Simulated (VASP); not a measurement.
# PtS2 in VASP: notebook

Runs on PtS2. Level: PBE+D3(BJ). Tasks: single point.

Program: VASP 6.6.1. These are calculated values, not measurements. Logs are shortened: lines on timing, memory, paths and dates and some standing lists are left out, and cuts for length are marked.

**1. The cell of the first run**

The cell holds a slab with vacuum, 6 atoms: a = 3.542 Å, b = 3.542 Å, c = 22.467 Å, α = 90.00°, β = 90.00°, γ = 120.00°.

**2. Single point, PBE+D3(BJ)**

The input, INCAR:

```
ALGO     = Normal         # electronic algorithm
DIPOL    = 0.5 0.5 0.390
EDIFF    = 1E-7           # SCF threshold, eV
ENCUT    = 520            # plane-wave cutoff, eV
GGA      = PE             # functional
IDIPOL   = 3            
ISIF     = 2              # what is computed and relaxed
ISMEAR   = 0              # smearing method
IVDW     = 12             # dispersion correction
LASPH    = True           # aspherical terms in the spheres
LCHARG   = False          # write CHGCAR
LDIPOL   = True         
LREAL    = False          # projectors in reciprocal space
LWAVE    = False          # write WAVECAR
NBANDS   = 31             # bands
NELM     = 80             # most SCF steps
PREC     = Accurate       # precision mode
SIGMA    = 0.05           # smearing width, eV
```

The input, KPOINTS:

```
k-points
0
Gamma
  9 9 1
```

The input, POSCAR:

```
PtS2
1.0
    3.5415278079      0.0000000000      0.0000000000
   -1.7707639039      3.0670530498      0.0000000000
    0.0000000000      0.0000000000     22.4670615492
S Pt
4 2
Direct
    0.6666666667      0.3333333333      0.2002932155
    0.3333333333      0.6666666667      0.3108341854
    0.3333333333      1.0000000000      0.4683981816
    0.6666666667      0.6666666667      0.5789391515
    0.0000000000      0.0000000000      0.2555637004
    1.0000000000      1.3333333333      0.5236686665
```

Potentials or basis: VASP PAW PBE potentials, release 64 (S, Pt).

Run with:

```sh
> cat potpaw_PBE.64/S/POTCAR potpaw_PBE.64/Pt/POTCAR > POTCAR
> mpirun -np 1 vasp_std > vasp.out
```

OUTCAR:

```text
EDIFF = 1E-7
   ENCUT = 520
   GGA = PE
   ISIF = 2
   ISMEAR = 0
   IVDW = 12
   LASPH = True
   LREAL = False
   NELM = 80
   PREC = Accurate
 IVDW          = 12

 ion  position               nearest neighbor table
   1  0.667  0.333  0.200-   5 2.39   5 2.39   5 2.39
   2  0.333  0.667  0.311-   5 2.39   5 2.39   5 2.39
   3  0.333  0.000  0.468-   6 2.39   6 2.39   6 2.39
   4  0.667  0.667  0.579-   6 2.39   6 2.39   6 2.39
   5  0.000  0.000  0.256-   1 2.39   1 2.39   1 2.39   2 2.39   2 2.39   2 2.39
   6  0.000  0.333  0.524-   3 2.39   3 2.39   3 2.39   4 2.39   4 2.39   4 2.39

  LATTYP: Found a hexagonal cell.
 ALAT       =     3.5415278079
 C/A-ratio  =     6.3438896340

  Lattice vectors:

 A1 = (   3.5415278079,   0.0000000000,   0.0000000000)
 A2 = (  -1.7707639039,   3.0670530498,   0.0000000000)
 A3 = (   0.0000000000,   0.0000000000,  22.4670615492)

Analysis of symmetry for initial positions (statically):
=====================================================================
 Subroutine PRICEL returns:
 Original cell was already a primitive cell.

 Routine SETGRP: Setting up the symmetry group for a
 hexagonal supercell.

 Subroutine GETGRP returns: Found  2 space group operations
 (whereof  1 operations were pure point group operations)
 out of a pool of 24 trial point group operations.

The static configuration has the point symmetry C_1 .
 The point group associated with its full space group is C_2 .

Analysis of symmetry for dynamics (positions and initial velocities):
=====================================================================
 Subroutine PRICEL returns:
 Original cell was already a primitive cell.

 Routine SETGRP: Setting up the symmetry group for a
 hexagonal supercell.

 Subroutine GETGRP returns: Found  2 space group operations
 (whereof  1 operations were pure point group operations)
 out of a pool of 24 trial point group operations.

The dynamic configuration has the point symmetry C_1 .
 The point group associated with its full space group is C_2 .

 Subroutine INISYM returns: Found  2 space group operations
 (whereof  1 operations are pure point group operations),
 and found     1 'primitive' translations

----------------------------------------------------------------------------------------

                                     Primitive cell

  volume of cell :     244.0384

  direct lattice vectors                    reciprocal lattice vectors
[... 105 lines left out ...]
   NELECT =      44.0000    total number of electrons
   NUPDOWN=      -1.0000    fix difference up-down
   EMIN   =  10.00;   EMAX   =-10.00  energy-range for DOS
   EFERMI =   0.00;   METHOD = LEGACY
   ISMEAR =     0;   SIGMA  =   0.05  broadening in eV -4-tet -1-fermi 0-gaus
   EFERMI_NEDOS =   21; number of points for ismear=-14 and -15
   IALGO  =     38    algorithm
   IMIX   =      4    mixing-type and parameters
     AMIX     =   0.40;   BMIX     =  1.00
     AMIX_MAG =   1.60;   BMIX_MAG =  1.00
  volume/ion in A,a.u.               =      40.67       274.48
  Fermi-wavevector in a.u.,A,eV,Ry     =   0.924854  1.747720 11.637800  0.855354
  Thomas-Fermi vector in A             =   2.050645
   LORBIT       =      0    0 simple, 1 ext, 2 COOP (PROOUT), +10 PAW based schemes
   GGA     = PE    functional components
   LHFCALC =     F    Hartree Fock is set to
   AEXX    =    0.0000 exact exchange contribution
   IVDW    =    12    specifies the selected vdW correction
   LEPSILON=     F    determine dielectric tensor
   LRPA    =     F    only Hartree local field effects (RPA)
 non-spin polarized calculation
 Gauss-broadening in eV      SIGMA  =   0.05
  energy-cutoff  :      520.00
  volume of cell :      244.04
 maximum number of plane-waves:      6671
   NGX = 13   NGY = 13   NGZ = 83

 dipolmoment           0.000000      0.000000     -0.000007 electrons x Angstroem

 number of electron      44.0000000 magnetization

 dipolmoment           0.000000      0.000000      0.000000 electrons x Angstroem

 Free energy of the ion-electron system (eV)
  ---------------------------------------------------
  ext. energy  EPLUGINS =         0.00000000
  ---------------------------------------------------
  free energy    TOTEN  =       -30.89707813 eV

  energy without entropy =      -30.89707813  energy(sigma->0) =      -30.89707813

 E-fermi :  -0.3842     XC(G=0):  -5.4510

 val. band max:       -0.6231314064   @ k =   0.1111   0.1111   0.0000
 cond. band min:       0.8497754091   @ k =   0.2222   0.0000   0.0000
 fundamental gap:      1.4729068155
 Fermi energy:        -0.3842144956

 k-point     1 :       0.0000    0.0000    0.0000
  band No.  band energies     occupation
      1     -14.9034      2.00000
      2     -14.8690      2.00000
      3     -12.7282      2.00000
      4     -12.6451      2.00000
      5      -6.3879      2.00000
      6      -6.3867      2.00000
[... 805 lines left out ...]
     30       7.5642      0.00000
     31       7.9140      0.00000

 [... further k-points ...]

------------------------ aborting loop because EDIFF is reached ----------------------------------------

 vacuum level on the upper side and lower side of the slab       (xc-potential included)        -0.111        -0.111

 Edisp (eV)   -1.87482

 E8    (eV) :    -0.7772

  FORCE on cell =-STRESS in cart. coord.  units (eV):
  Direction    XX          YY          ZZ          XY          YZ          ZX
  --------------------------------------------------------------------------------------
  -------------------------------------------------------------------------------------
  Total      -0.50573    -0.47351    -0.78016    -0.02791     0.10308    -0.05951
  in kB      -3.32025    -3.10869    -5.12199    -0.18321     0.67673    -0.39071
  external pressure =       -3.85 kB  Pullay stress =        0.00 kB

 VOLUME and BASIS-vectors are now :
 -----------------------------------------------------------------------------
  energy-cutoff  :      520.00
  volume of cell :      244.04
      direct lattice vectors                 reciprocal lattice vectors
     3.541527808  0.000000000  0.000000000     0.282364012  0.163022938  0.000000000
    -1.770763904  3.067053050  0.000000000     0.000000000  0.326045877  0.000000000
     0.000000000  0.000000000 22.467061549     0.000000000  0.000000000  0.044509603

 POSITION                                       TOTAL-FORCE (eV/Angst)
 -----------------------------------------------------------------------------------
      1.77076      1.02235      4.50000         0.001780     -0.010157      0.040975
     -0.00000      2.04470      6.98353         0.012491     -0.028397     -0.001384
      1.18051      0.00000     10.52353        -0.018347      0.025016      0.001384
      1.18051      2.04470     13.00706        -0.007906      0.006620     -0.040975
      0.00000      0.00000      5.74177         0.000000      0.013835      0.060379
     -0.59025      1.02235     11.76530         0.011982     -0.006917     -0.060379
 -----------------------------------------------------------------------------------
    total drift:                               -0.000131     -0.000079     -0.000002

  FREE ENERGIE OF THE ION-ELECTRON SYSTEM (eV)
  ---------------------------------------------------
  free  energy   TOTEN  =       -32.7718950854 eV

  energy  without entropy=      -32.7718950854  energy(sigma->0) =      -32.77189509

 vacuum level on the upper side and lower side of the slab         5.394         5.394
```

Wall time 3.5 min (1 thread of AMD EPYC 9R45 (Zen 5), shared host); peak memory 0.41 GiB.

Results:

* Free energy: -32.7719 eV
* Largest force: 0.062 eV/Å
* Band gap on the k mesh: 1.47 eV, indirect (least direct gap 1.57 eV)
* Dispersion energy per atom: -0.312 eV

Forces on the atoms (eV/Å):
```
S    0.002 -0.010  0.041
S    0.012 -0.028 -0.001
S   -0.018  0.025  0.001
S   -0.008  0.007 -0.041
Pt   0.000  0.014  0.060
Pt   0.012 -0.007 -0.060
```

Caveat: spin-orbit coupling is left out, which moves the levels of the heavy elements.

**3. Single point, PBE+D3(BJ)**

The input, INCAR:

```
SYSTEM = PtS2
ALGO = Normal
DIPOL = 0.5 0.5 0.390
EDIFF = 1E-7
ENCUT = 520
GGA = PE
IDIPOL = 3
ISIF = 2
ISMEAR = 0
IVDW = 12
LASPH = .TRUE.
LCHARG = .FALSE.
LDIPOL = .TRUE.
LREAL = .FALSE.
LWAVE = .FALSE.
NBANDS = 31
NELM = 80
PREC = Accurate
SIGMA = 0.05
```

The input, KPOINTS:

```
k-points
0
G
  9 9 1
  0 0 0
```

The input, POSCAR:

```
PtS2
1.0
    3.5415278079      0.0000000000      0.0000000000
   -1.7707639039      3.0670530498      0.0000000000
    0.0000000000      0.0000000000     22.4670615492
S Pt
4 2
Direct
    0.6666666667      0.3333333333      0.2002932155
    0.3333333333      0.6666666667      0.3108341854
    0.3333333333      0.8333333333      0.4683981816
    0.6666666667      0.5000000000      0.5789391515
    0.0000000000      0.0000000000      0.2555637004
    1.0000000000      1.1666666667      0.5236686665
```

Potentials or basis: VASP PAW PBE potentials, release 64 (S, Pt).

Run with:

```sh
> cat potpaw_PBE.64/S/POTCAR potpaw_PBE.64/Pt/POTCAR > POTCAR
> mpirun -np 1 vasp_std > vasp.out
```

Run time: 3.4 min. Hardware: 1 thread of AMD EPYC 9R45 (Zen 5), shared host; peak memory 0.41 GiB.

Results (log left out):

* Free energy: -32.7524 eV
* Largest force: 0.058 eV/Å
* Band gap on the k mesh: 1.43 eV, indirect (least direct gap 1.53 eV)
* Dispersion energy per atom: -0.312 eV

Forces in eV/Å, atoms in the order of the input:
```
S    0.004 -0.010  0.040
S    0.016 -0.030 -0.047
S   -0.018  0.029  0.047
S   -0.007  0.008 -0.040
Pt  -0.004  0.013  0.045
Pt   0.009 -0.010 -0.045
```

Levels at points of the mesh, in eV from the valence-band top:
```
           k point  band 20  band 21  band 22  band 23  band 24  band 25
(0.00, 0.00, 0.00)    -0.50    -0.49    -0.48     2.94     2.95     2.99
```

Caveat: spin-orbit coupling is left out, which moves the levels of the heavy elements.
